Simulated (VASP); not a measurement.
Set up this calculation in VASP 6.6.1, as the native input.

| Quantity | Value |
| --- | --- |
| Task | single point |
| Functional | PBE |
| Potentials or basis | VASP PAW PBE potentials, release 64 (Al, Ga_d, Sb) |
| Cutoff | 520 eV |
| k mesh | 8 × 8 × 8 |
| Occupations | gaussian, width 0.01 eV |
| Spin | no spin polarisation |
| Dipole correction | no |
| Further INCAR settings | ALGO = Normal; EDIFF = 1e-06; NBANDS = 41 |

The structure of AlGa3Sb4 lies in POSCAR:

```
AlGa3Sb4
1.0
   -3.1083484091      3.1083484091      6.2168421390
    3.1083484091     -3.1083484091      6.2168421390
    3.1083484091      3.1083484091     -6.2168421390
Al Ga Sb
1 3 4
Direct
    0.0000000000      0.0000000000      0.0000000000
    0.7500000000      0.2500000000      0.5000000000
    0.5000000000      0.5000000000      0.0000000000
    0.2500000000      0.7500000000      0.5000000000
    0.3754063242      0.3754063242      0.5007517749
    0.1253454507      0.6245936758      0.0000000000
    0.8746545493      0.8746545493      0.4992482251
    0.6245936758      0.1253454507      0.0000000000
```

These files were run (other wordings do the same):

INCAR

```
SYSTEM = AlGa3Sb4
PREC     = Accurate       ! precision mode
ENCUT    = 520            ! plane-wave cutoff, eV
EDIFF    = 1E-6           ! SCF threshold, eV
ISMEAR   = 0              ! smearing method
SIGMA    = 0.01           ! smearing width, eV
LREAL    = .False.        ! projectors in reciprocal space
LASPH    = .True.         ! aspherical terms in the spheres
NELM     = 80             ! most SCF steps
ALGO     = Normal         ! electronic algorithm
ISIF     = 2              ! what is computed and relaxed
LWAVE    = .False.        ! write WAVECAR
LCHARG   = .True.         ! write CHGCAR
GGA      = PE             ! functional
LELF     = .True.         ! ELF
LVHAR    = .True.       
NBANDS   = 41             ! bands
```

KPOINTS

```
regular mesh
0
Gamma
  8 8 8
  0 0 0
```

Potentials or basis: VASP PAW PBE potentials, release 64 (Al, Ga_d, Sb).

Launch:

```sh
$ cat potpaw_PBE.64/Al/POTCAR potpaw_PBE.64/Ga_d/POTCAR potpaw_PBE.64/Sb/POTCAR > POTCAR
$ mpirun -np 1 vasp_std > vasp.out
```

Results of the run:

| Property | Result |
| --- | --- |
| Pressure | 0.1 GPa |
| Largest force | 0.010 eV/Å |
| Band gap on the k mesh | 0.09 eV |

Caveat: semilocal functionals underestimate gaps, and a narrow one can read as zero; spin-orbit coupling is left out, which moves the levels of the heavy elements.

It took 26 min on 1 thread of Intel Xeon 8259CL (shared host), peak memory 0.83 GiB.
